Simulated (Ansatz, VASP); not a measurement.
**One calculation of BN, two programs**

Contents of INCAR:

```
SYSTEM = BN
PREC = Accurate
ENCUT = 600
EDIFF = 1E-7
ISMEAR = 0
SIGMA = 0.02
LREAL = .FALSE.
LASPH = .TRUE.
NELM = 120
ALGO = Normal
ISIF = 3
LWAVE = .FALSE.
LCHARG = .FALSE.
GGA = PE
IVDW = 12
IBRION = 2
NSW = 100
EDIFFG = -0.002
GGA_COMPAT = .FALSE.
NELMIN = 4
```

Contents of KPOINTS:

```
regular mesh
0
G
  12 12 12
  0 0 0
```

The input POSCAR:

```
BN
1.0
    0.0000000000      1.8130010000      1.8130010000
    1.8130010000      0.0000000000      1.8130010000
    1.8130010000      1.8130010000      0.0000000000
B N
1 1
Direct
    0.0000000000      0.0000000000      0.0000000000
    0.2500000000      0.2500000000      0.2500000000
```

Input for Ansatz:

```yaml
crystal:
  lattice:
    - [0.0, 1.813001, 1.813001]
    - [1.813001, 0.0, 1.813001]
    - [1.813001, 1.813001, 0.0]
  atoms:
    - { symbol: B, position: [0.0, 0.0, 0.0] }
    - { symbol: "N", position: [0.25, 0.25, 0.25] }
basis:
  ecutwfc: 420
kpoints:
  mp_grid: { grid: [12, 12, 12] }
hamiltonian:
  xc: pbe
  dispersion: d3bj
  pseudopotentials: { kind: paw, azcp: { folder: soft_1 } }
scf:
  occupations: { method: gaussian, width: 0.02 }
output:
  forces: true
  stress: true
  eigenvalues: true
  write_density: true
  write_potential: true
  elf: true
  volumetric_format: npy
relax:
  adjacent_minimum: "off"
  f_tol: 0.002
  max_steps: 80
  cell: { stress_tol: 0.02 }
```

Alike in both runs: task relaxation of cell and atoms; functional PBE; dispersion D3(BJ); k mesh 12 × 12 × 12; occupations gaussian, width 0.02 eV; no spin polarisation.

```csv
,VASP,Ansatz
version,VASP 6.6.1,Ansatz 0.2.0
potentials or method,"VASP PAW PBE potentials, release 64 (B, N), cutoff 600 eV","scalar-relativistic, plane waves, PAW"
valence electrons in the cell,8,8
```

|  | VASP | Ansatz | Ansatz less VASP |
| --- | --- | --- | --- |
| gap on the k mesh at the Fermi level, each at its own relaxed structure (eV) | 4.47 | 4.47 | +0.008 |
| relaxed volume (Å³/atom) | 5.86 | 5.86 | -0.003 |
| relaxed cell length with the largest relative difference (Å) | 2.550 | 2.550 | -0.0004 |
